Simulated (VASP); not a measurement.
A run of VASP 6.6.1 is set up as follows.

Contents of INCAR:

```
SYSTEM = ZnCd2Te3
  PREC = Accurate
  ENCUT = 600
  EDIFF = 1E-6
  ISMEAR = 0
  SIGMA = 0.1
  LREAL = .FALSE.
  LASPH = .TRUE.
  NELM = 100
  ALGO = Normal
  ISIF = 3
  LWAVE = .FALSE.
  LCHARG = .FALSE.
  GGA = PE
  IBRION = 2
  NSW = 90
  EDIFFG = -0.04
```

The input KPOINTS:

```
regular mesh
0
G
  6 6 4
  0 0 0
```

File POSCAR:

```
ZnCd2Te3
1.0
    5.4456180853      0.0000000000      0.0000000000
   -2.7228090427      4.7160436012      0.0000000000
    0.0000000000      0.0000000000      6.6385564486
Zn Cd Te
1 2 3
Direct
    0.0000000000      0.0000000000      0.5000000000
    0.3333333333      0.6666666667      0.5000000000
    0.6666666667      0.3333333333      0.5000000000
    0.0000000000      0.0000000000      0.0000000000
    0.3333333333      0.6666666667      0.0000000000
    0.6666666667      0.3333333333      0.0000000000
```

Potentials or basis: VASP PAW PBE potentials, release 64 (Zn, Cd, Te).

The run is started by

```console
$ cat potpaw_PBE.64/Zn/POTCAR potpaw_PBE.64/Cd/POTCAR potpaw_PBE.64/Te/POTCAR > POTCAR
$ mpirun -np 1 vasp_std > vasp.out
```

Question: What does it give for the relaxed volume?

Answer: 27.70 Å³/atom.

Question: What does it give for the band gap on the k mesh?

Answer: Zero (band 27 reaches 6.26 eV, above the bottom of band 28 at 3.46 eV).

Question: What does it give for the space group after relaxing (to 0.05 Å)?

Answer: P6/mmm (No. 191).

Final structure:
```cif
data_structure
_symmetry_space_group_name_H-M 'P 1'
_symmetry_Int_Tables_number 1
_cell_length_a 5.4320
_cell_length_b 5.4320
_cell_length_c 6.5047
_cell_angle_alpha 90.000
_cell_angle_beta 90.000
_cell_angle_gamma 120.000
_cell_volume 166.22
loop_
_atom_site_label
_atom_site_type_symbol
_atom_site_fract_x
_atom_site_fract_y
_atom_site_fract_z
_atom_site_occupancy
Zn1 Zn 0.00000 0.00000 0.50000 1
Cd1 Cd 0.33333 0.66667 0.50000 1
Cd2 Cd 0.66667 0.33333 0.50000 1
Te1 Te 0.00000 0.00000 0.00000 1
Te2 Te 0.33333 0.66667 0.00000 1
Te3 Te 0.66667 0.33333 0.00000 1
```

Caveat: spin-orbit coupling is left out, which moves the levels of the heavy elements.
